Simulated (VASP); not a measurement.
Crystal: GaN (NiAs type).

```
Ga N
1.0
     2.96746    0.00000    0.00000
    -1.48373    2.56989    0.00000
     0.00000    0.00000    5.03274
Ga N
2 2
Direct
  0.00000 0.00000 0.00000
  0.00000 0.00000 0.50000
  0.33333 0.66667 0.25000
  0.66667 0.33333 0.75000
```

Base run:

- Program: VASP 6.6.1
- Functional: LDA
- Potentials or basis: VASP PAW LDA potentials, release 64 (Ga_d, N)
- Cutoff: 520 eV
- k mesh: 12 × 12 × 7
- Occupations: fermi-dirac, width 0.08 eV
- Spin: no spin polarisation

Its results: band gap on the k mesh 1.09 eV (least direct gap 1.83 eV); pressure -4.5 GPa.

Q: The run is repeated on the same cell with these changes: functional from LDA to r2SCAN; potentials or basis from VASP PAW LDA potentials, release 64 (Ga_d, N) to VASP PAW PBE potentials, release 64 (Ga_d, N). What comes out?

A: Band gap on the k mesh 1.88 eV (least direct gap 2.27 eV); pressure 1.1 GPa.

Caveats: the cell stands under tension (at least some runs); the PAW data sets were made with another functional, which shifts forces and pressure a little (at least some runs).

A k mesh can miss the band edges.
